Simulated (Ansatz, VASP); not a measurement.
One calculation of Ta3H, two programs

The input INCAR:

```
  ALGO = Normal
  DIPOL = 0.5 0.5 0.347
  EDIFF = 1E-7
  ENCUT = 520
  GGA = PE
  IDIPOL = 3
  ISIF = 2
  ISMEAR = 0
  ISPIN = 2
  LASPH = True
  LCHARG = False
  LDIPOL = True
  LMAXMIX = 4
  LORBIT = 11
  LREAL = False
  LWAVE = False
  MAGMOM = 0 0 0 1
  NBANDS = 29
  NELM = 150
  PREC = Accurate
  SIGMA = 0.1
```

The input KPOINTS:

```
k-points
0
Gamma
  10 10 1
```

Contents of POSCAR:

```
Ta3H
1.0
    2.8743098520      0.0000000000      0.0000000000
   -0.9581032840      2.7099253168      0.0000000000
    0.0000000000      0.0000000000     21.5266897253
Ta H
3 1
Direct
    0.5000000000      0.5000000000      0.1858158431
    0.0000000000      0.0000000000      0.2909732295
    0.5000000000      0.5000000000      0.3960985100
    0.6666666667      0.6666666667      0.5154851892
```

Input for Ansatz:

```yaml
crystal:
  lattice:
    - [2.874309852, 0.0, 0.0]
    - [-0.958103284, 2.7099253168, 0.0]
    - [0.0, 0.0, 21.5266897253]
  atoms:
    - { symbol: Ta, position: [0.5, 0.5, 0.1858158431] }
    - { symbol: Ta, position: [0.0, 0.0, 0.2909732295] }
    - { symbol: Ta, position: [0.5, 0.5, 0.39609851] }
    - { symbol: H, position: [0.6666666667, 0.6666666667, 0.5154851892], spin: 1.0 }
basis:
  ecutwfc: 420
kpoints:
  mp_grid: { grid: [10, 10, 1] }
hamiltonian:
  xc: pbe
  pseudopotentials: { kind: paw, azcp: { folder: soft_1 } }
scf:
  occupations: { method: gaussian, width: 0.1 }
output:
  forces: true
  eigenvalues: true
  populations: true
magnetization:
  spin_polarized: true
efield:
  axis: 3
  dipole_correction: true
  ramp_width: 0.04
```

Alike in both runs: task single point; functional PBE; k mesh 10 × 10 × 1; occupations gaussian, width 0.1 eV; collinear spin.

```csv
,VASP,Ansatz
version,VASP 6.6.1,Ansatz 0.2.0
potentials or method,"VASP PAW PBE potentials, release 64 (Ta_pv, H), cutoff 520 eV","scalar-relativistic, plane waves, PAW"
valence electrons in the cell,34,40
```

|  | VASP | Ansatz | Ansatz less VASP |
| --- | --- | --- | --- |
| gap on the k mesh at the Fermi level (eV) | none | none | - |
| rms of the force components (eV/Å) | 0.720 | 0.720 | +0.0002 |
| net moment per atom (μB) | 0.03 | 0.03 | 0.000 |
| size of the moment on the site where the two differ most (μB) | 0.15 | 0.31 | +0.163 |

Site moments also hang on the region over which each program counts them. Atom by atom the forces differ by 0.002 eV/Å (rms over components). A gap of «none» marks a metal or a gap that the smearing closes. With one functional, cell and mesh, what is left measures potentials, basis and numerics. VASP's potentials hold 34 valence electrons a cell and Ansatz's 40, so a difference there can come from the potentials and not from the codes.

Spin-orbit coupling is off throughout.
